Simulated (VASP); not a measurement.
Here is a VASP 6.6.1 calculation.

File INCAR:

```
  PREC = Accurate
  ENCUT = 520
  EDIFF = 1E-7
  ISMEAR = -1
  SIGMA = 0.05
  LREAL = F
  LASPH = T
  NELM = 150
  ALGO = Normal
  ISIF = 2
  LWAVE = F
  LCHARG = F
  ISPIN = 2
  MAGMOM = 4 0
  LORBIT = 11
  LMAXMIX = 4
  GGA = PE
  NBANDS = 20
```

Contents of KPOINTS:

```
Automatic mesh
0
Gamma
  10 10 10
```

The input POSCAR:

```
MnSi
1.0
   -0.1084087368      2.6560140516      2.6560140516
    2.6560140516     -0.1084087368      2.6560140516
    2.6560140516      2.6560140516     -0.1084087368
Mn Si
1 1
Direct
    0.0000000000      0.0000000000      0.0000000000
    0.2500000000      0.2500000000      0.2500000000
```

Potentials or basis: VASP PAW PBE potentials, release 64 (Mn_pv, Si).

Launch:

```bash
$ cat potpaw_PBE.64/Mn_pv/POTCAR potpaw_PBE.64/Si/POTCAR > POTCAR
$ mpirun -np 1 vasp_std > vasp.out
```

Question: Estimate the net moment.

Answer: 2.57 μB per cell.

Question: What does it give for the largest force?

Answer: 0.845 eV/Å.

Question: Predict the pressure.

Answer: 0.4 GPa.

Question: What does it give for the site moments?

Answer: Mn +2.81; Si -0.22 μB.

Stress tensor (GPa, compression positive):
```
0.43 2.02 2.02
2.02 0.43 2.02
2.02 2.02 0.43
```

Caveat: the cell differs from its parent crystal (equal xy, yz and zx shear strains of -4 %).
